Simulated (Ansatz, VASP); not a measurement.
# C: VASP beside Ansatz

```
C
1.0
    -1.06504    1.06504    1.50616
     1.06504   -1.06504    1.50616
     1.06504    1.06504   -1.50616
C
2
Direct
  0.62500 0.87500 0.75000
  0.37500 0.12500 0.25000
```

Change from the starting cell: volume scaled by 0.6, LAPW.

Alike in both runs: task single point; functional PBE; k mesh 21 × 21 × 21; occupations fermi-dirac, width 0.1 eV; no spin polarisation.

```csv
,VASP,Ansatz
version,VASP 6.6.1,Ansatz 0.2.0
potentials or method,"VASP PAW PBE potentials, release 64 (C), cutoff 520 eV","all-electron LAPW, scalar-relativistic"
```

|  | VASP | Ansatz | Ansatz less VASP |
| --- | --- | --- | --- |
| gap on the k mesh at the Fermi level (eV) | 5.45 | 5.48 | +0.026 |
| pressure (GPa) | 550.6 | 547.9 | -2.75 |

Both programs put the cell under a high pressure, so it lies far from rest at this level. Ansatz ran all-electron here, and VASP with PAW potentials. Ansatz's warnings: near symmetry operations not taken.

Noted on VASP's run: the cell as given lies far from equilibrium.
